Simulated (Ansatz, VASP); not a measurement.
## TaSi2 in VASP and in Ansatz

File INCAR:

```
ALGO = Normal
EDIFF = 1E-6
ENCUT = 520
GGA = PE
ISIF = 2
ISMEAR = 0
LASPH = T
LCHARG = T
LELF = T
LREAL = Auto
LVHAR = T
LWAVE = F
NBANDS = 72
NELM = 60
PREC = Accurate
SIGMA = 0.15
```

Contents of KPOINTS:

```
k-points
0
Gamma
  9 9 3
```

The input POSCAR:

```
TaSi2
1.0
   -4.8057071671      0.0000000000      0.0000000000
   -2.4028535835     -4.1618644899      0.0000000000
    0.0000000000      0.0000000000     13.9446946197
Ta Si
6 12
Direct
    0.5000000000      1.0000000000      0.0788671123
    0.5000000000      1.0000000000      0.5519751645
    0.0000000000      0.5000000000      0.2365697964
    0.0000000000      0.5000000000      0.7096778485
    0.5000000000      0.5000000000      0.8673805326
    0.5000000000      0.5000000000      0.3942724804
    0.1589210529      0.6821578943      0.0788671123
    0.1589210529      0.6821578943      0.5519751645
    0.3178421057      0.8410789471      0.2365697964
    0.3178421057      0.8410789471      0.7096778485
    0.1589210529      0.1589210529      0.8673805326
    0.1589210529      0.1589210529      0.3942724804
    0.8410789471      0.3178421057      0.0788671123
    0.8410789471      0.3178421057      0.5519751645
    0.6821578943      0.1589210529      0.2365697964
    0.6821578943      0.1589210529      0.7096778485
    0.8410789471      0.8410789471      0.8673805326
    0.8410789471      0.8410789471      0.3942724804
```

Input for Ansatz:

```yaml
crystal:
  lattice:
    - [-4.8057071671, 0.0, 0.0]
    - [-2.4028535835, -4.1618644899, 0.0]
    - [0.0, 0.0, 13.9446946197]
  atoms:
    - { symbol: Ta, position: [0.5, 1.0, 0.0788671123] }
    - { symbol: Ta, position: [0.5, 1.0, 0.5519751645] }
    - { symbol: Ta, position: [0.0, 0.5, 0.2365697964] }
    - { symbol: Ta, position: [0.0, 0.5, 0.7096778485] }
    - { symbol: Ta, position: [0.5, 0.5, 0.8673805326] }
    - { symbol: Ta, position: [0.5, 0.5, 0.3942724804] }
    - { symbol: Si, position: [0.1589210529, 0.6821578943, 0.0788671123] }
    - { symbol: Si, position: [0.1589210529, 0.6821578943, 0.5519751645] }
    - { symbol: Si, position: [0.3178421057, 0.8410789471, 0.2365697964] }
    - { symbol: Si, position: [0.3178421057, 0.8410789471, 0.7096778485] }
    - { symbol: Si, position: [0.1589210529, 0.1589210529, 0.8673805326] }
    - { symbol: Si, position: [0.1589210529, 0.1589210529, 0.3942724804] }
    - { symbol: Si, position: [0.8410789471, 0.3178421057, 0.0788671123] }
    - { symbol: Si, position: [0.8410789471, 0.3178421057, 0.5519751645] }
    - { symbol: Si, position: [0.6821578943, 0.1589210529, 0.2365697964] }
    - { symbol: Si, position: [0.6821578943, 0.1589210529, 0.7096778485] }
    - { symbol: Si, position: [0.8410789471, 0.8410789471, 0.8673805326] }
    - { symbol: Si, position: [0.8410789471, 0.8410789471, 0.3942724804] }
basis:
  ecutwfc: 420
kpoints:
  mp_grid: { grid: [9, 9, 3] }
hamiltonian:
  xc: pbe
scf:
  occupations: { method: gaussian, width: 0.15 }
output:
  forces: true
  stress: true
  eigenvalues: true
```

Alike in both runs: task single point; functional PBE; k mesh 9 × 9 × 3; occupations gaussian, width 0.15 eV; no spin polarisation.

```csv
,VASP,Ansatz
version,VASP 6.6.1,Ansatz 0.2.0
potentials or method,"VASP PAW PBE potentials, release 64 (Ta_pv, Si), cutoff 520 eV","scalar-relativistic, plane waves, PAW"
valence electrons in the cell,114,126
```

```tsv
	VASP	Ansatz	Ansatz less VASP
gap on the k mesh at the Fermi level (eV)	none	none	-
pressure (GPa)	-4.4	-4.5	-0.07
traceless stress, the component that is largest in VASP (GPa)	-3.75	-3.76	-0.006
rms of the force components (eV/Å)	0.480	0.480	0.0000
```

Atom by atom the forces differ by 0.003 eV/Å (rms over components). A gap of «none» marks a metal or a gap that the smearing closes. VASP's potentials hold 114 valence electrons a cell and Ansatz's 126, so a difference there can come from the potentials and not from the codes.

Spin-orbit coupling is off throughout.
